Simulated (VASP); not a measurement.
# Ag (I4/mmm) in VASP: a series of runs, part 2 of 2

VASP 6.6.1. The steps go on from the part before.

## (5) Single point, PBE (strain -0.0100 x Voigt [1, 0, 0, 0, 0, 0])

Input file INCAR:

```
SYSTEM = Ag
PREC = Accurate
ENCUT = 520
EDIFF = 1E-7
ISMEAR = 0
SIGMA = 0.15
LREAL = .False.
LASPH = .True.
NELM = 80
ALGO = Normal
ISIF = 2
LWAVE = .False.
LCHARG = .False.
GGA = PE
NBANDS = 12
```

Input file KPOINTS:

```
regular mesh
0
Gamma
  20 20 20
  0 0 0
```

Input file POSCAR:

```
Ag
1.0
    0.0000000000      2.0431000000      2.0431000000
    2.0226690000      0.0000000000      2.0431000000
    2.0226690000      2.0431000000      0.0000000000
Ag
1
Direct
    0.0000000000      0.0000000000      0.0000000000
```

Potentials or basis: VASP PAW PBE potentials, release 64 (Ag).

On the command line:

```console
cat potpaw_PBE.64/Ag/POTCAR > POTCAR
mpirun -np 1 vasp_std > vasp.out
```

OUTCAR:

```text
SYSTEM = Ag
   PREC = Accurate
   ENCUT = 520
   EDIFF = 1E-7
   ISMEAR = 0
   LREAL = .False.
   LASPH = .True.
   NELM = 80
   ISIF = 2
   GGA = PE

 ion  position               nearest neighbor table
   1  0.000  0.000  0.000-

  LATTYP: Found a body centered tetragonal cell.
 ALAT       =     2.8893797293
 C/A-ratio  =     1.4000714267

  Lattice vectors:

 A1 = (  -2.0226690000,   0.0000000000,  -2.0431000000)
 A2 = (  -2.0226690000,   0.0000000000,   2.0431000000)
 A3 = (   2.0226690000,   2.0431000000,   0.0000000000)

Analysis of symmetry for initial positions (statically):
=====================================================================
 Subroutine PRICEL returns:
 Original cell was already a primitive cell.

 Routine SETGRP: Setting up the symmetry group for a
 body centered tetragonal supercell.

 Subroutine GETGRP returns: Found 16 space group operations
 (whereof 16 operations were pure point group operations)
 out of a pool of 16 trial point group operations.

The static configuration has the point symmetry D_4h.

Analysis of symmetry for dynamics (positions and initial velocities):
=====================================================================
 Subroutine PRICEL returns:
[... 161 lines left out ...]
 Fermi energy:         8.5766616439

 k-point     1 :       0.0000    0.0000    0.0000
  band No.  band energies     occupation
      1       0.7262      2.00000
      2       3.7033      2.00000
      3       3.7033      2.00000
      4       3.7665      2.00000
      5       4.7427      2.00000
      6       4.8087      2.00000
      7      24.6124      0.00000
      8      28.2004      0.00000
      9      28.2004      0.00000
     10      28.3400      0.00000
     11      33.0767      0.00000
     12      34.2012      0.00000
[... 331 lines left out ...]
 k-point    24 :      -0.3500    0.0500   -0.0000
  band No.  band energies     occupation
      1       2.2505      2.00000
      2       3.7551      2.00000
      3       3.8434      2.00000
      4       5.0966      2.00000
      5       5.2248      2.00000
      6       6.2460      2.00000
      7      15.4347      0.00000
      8      24.1516      0.00000
      9      26.2218      0.00000
     10      27.9145      0.00000
     11      31.4066      0.00000
     12      31.7086      0.00000

 [... further k-points ...]
[... 5 lines left out ...]
  --------------------------------------------------------------------------------------
  -------------------------------------------------------------------------------------
  Total        0.6302323      0.5886662      0.5886662      0.0000000      0.0000000      0.0000000
  in kB       59.7966954     55.8528907     55.8528907      0.0000000      0.0000000      0.0000000
  external PRESSURE =      57.1674923 kB  Pullay stress =       0.0000000 kB

 VOLUME and BASIS-vectors are now :
 -----------------------------------------------------------------------------
  energy-cutoff  :      520.00
  volume of cell :       16.89
      direct lattice vectors                 reciprocal lattice vectors
     0.000000000  2.043100000  2.043100000    -0.247198133  0.244726151  0.244726151
     2.022669000  0.000000000  2.043100000     0.247198133 -0.244726151  0.244726151
     2.022669000  2.043100000  0.000000000     0.247198133  0.244726151 -0.244726151

 POSITION                                       TOTAL-FORCE (eV/Angst)
 -----------------------------------------------------------------------------------
      0.00000      0.00000      0.00000        -0.000000     -0.000000      0.000000
 -----------------------------------------------------------------------------------
    total drift:                               -0.000000      0.000000     -0.000000

  FREE ENERGIE OF THE ION-ELECTRON SYSTEM (eV)
  ---------------------------------------------------
  free  energy   TOTEN  =        -2.7051480605 eV

  energy  without entropy=       -2.7028859716  energy(sigma->0) =       -2.70401702
```

OSZICAR:

```text
N       E                     dE             d eps       ncg     rms          rms(c)
DAV:   1     0.519897965733E+02    0.51990E+02   -0.55399E+03 15568   0.833E+02
DAV:   2    -0.215436357227E+01   -0.54144E+02   -0.51214E+02 17768   0.194E+02
DAV:   3    -0.296061594153E+01   -0.80625E+00   -0.80579E+00 18204   0.250E+01
DAV:   4    -0.296315012598E+01   -0.25342E-02   -0.25341E-02 17696   0.147E+00
DAV:   5    -0.296317004187E+01   -0.19916E-04   -0.19916E-04 18268   0.117E-01    0.538E+00
DAV:   6    -0.271696429023E+01    0.24621E+00   -0.94925E-01 16824   0.876E+00    0.346E+00
DAV:   7    -0.270817294476E+01    0.87913E-02   -0.11047E-02 17980   0.989E-01    0.193E+00
DAV:   8    -0.270513704444E+01    0.30359E-02   -0.69515E-04 17344   0.193E-01    0.956E-02
DAV:   9    -0.270514327653E+01   -0.62321E-05   -0.92131E-06 17940   0.235E-02    0.264E-02
DAV:  10    -0.270514860832E+01   -0.53318E-05   -0.41412E-06 17568   0.190E-02    0.605E-03
DAV:  11    -0.270514812136E+01    0.48696E-06   -0.10040E-07 16216   0.266E-03    0.686E-04
DAV:  12    -0.270514806051E+01    0.60851E-07   -0.60047E-09  9476   0.653E-04
   1 F= -.27051481E+01 E0= -.27040170E+01  d E =-.226209E-02
```

Run time: 67 s. Hardware: 1 thread of Intel Xeon 6975P-C (Granite Rapids), shared host; peak memory 0.24 GiB.

Results:

```yaml
Free_energy: -2.7051 eV
Pressure: 5.7 GPa
Band_gap_on_the_k_mesh: zero (an odd number of electrons rules out a gap without spin polarisation)
```

Stress tensor (GPa, compression positive):
```
5.98 0.00 0.00
0.00 5.59 0.00
0.00 0.00 5.59
```

Caveat: the cell differs from its parent crystal (strain -0.0100 x Voigt [1, 0, 0, 0, 0, 0]); the cell stands under pressure.

## (6) Overview

| cell | gap on the mesh (eV) | pressure (GPa) |
| --- | --- | --- |
| a = 2.889, b = 2.832, c = 2.832 Å, angles 61.3, 59.3, 59.3°, 1 atom | none | 9.9 |
| a = 2.889, b = 2.846, c = 2.846 Å, angles 61.0, 59.5, 59.5°, 1 atom | none | 8.4 |
| a = 2.889, b = 2.861, c = 2.861 Å, angles 60.7, 59.7, 59.7°, 1 atom | none | 7.1 |
| a = 2.889, b = 2.875, c = 2.875 Å, angles 60.3, 59.8, 59.8°, 1 atom | none | 5.7 |

Alike in all rows: task single point; level PBE; potentials or basis VASP PAW PBE potentials, release 64 (Ag); no spin polarisation; k mesh 20 × 20 × 20; cutoff (eV) 520; smearing gaussian 0.15 eV.

Caveats: the cell stands under pressure.

Absolute energies hang on the potentials; compare differences alone.
